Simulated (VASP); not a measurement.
A run of VASP 6.6.1 is set up as follows.

Contents of INCAR:

```
ALGO     = Normal         # electronic algorithm
EDIFF    = 1E-6           # SCF threshold, eV
ENCUT    = 520            # plane-wave cutoff, eV
GGA      = PE             # functional
ISIF     = 2              # what is computed and relaxed
ISMEAR   = 0              # smearing method
LASPH    = True           # aspherical terms in the spheres
LCHARG   = False          # write CHGCAR
LREAL    = False          # projectors in reciprocal space
LWAVE    = False          # write WAVECAR
NBANDS   = 11             # bands
NELM     = 80             # most SCF steps
PREC     = Accurate       # precision mode
SIGMA    = 0.02           # smearing width, eV
```

File KPOINTS:

```
k-points
0
Gamma
  10 10 10
```

POSCAR

```
BP
1.0
    0.0000000000      2.2277429569      2.2277429569
    2.2277429569      0.0000000000      2.2277429569
    2.2277429569      2.2277429569      0.0000000000
B P
1 1
Direct
    0.5000000000      0.5000000000      0.5000000000
    0.7500000000      0.7500000000      0.7500000000
```

Potentials or basis: VASP PAW PBE potentials, release 64 (B, P).

Command:

```sh
$ cat potpaw_PBE.64/B/POTCAR potpaw_PBE.64/P/POTCAR > POTCAR
$ mpirun -np 1 vasp_std > vasp.out
```

(1) Estimate the pressure.

(2) Predict the band gap on the k mesh.

## Answers

(1) 11.0 GPa.

(2) 1.16 eV, indirect (least direct gap 3.49 eV).
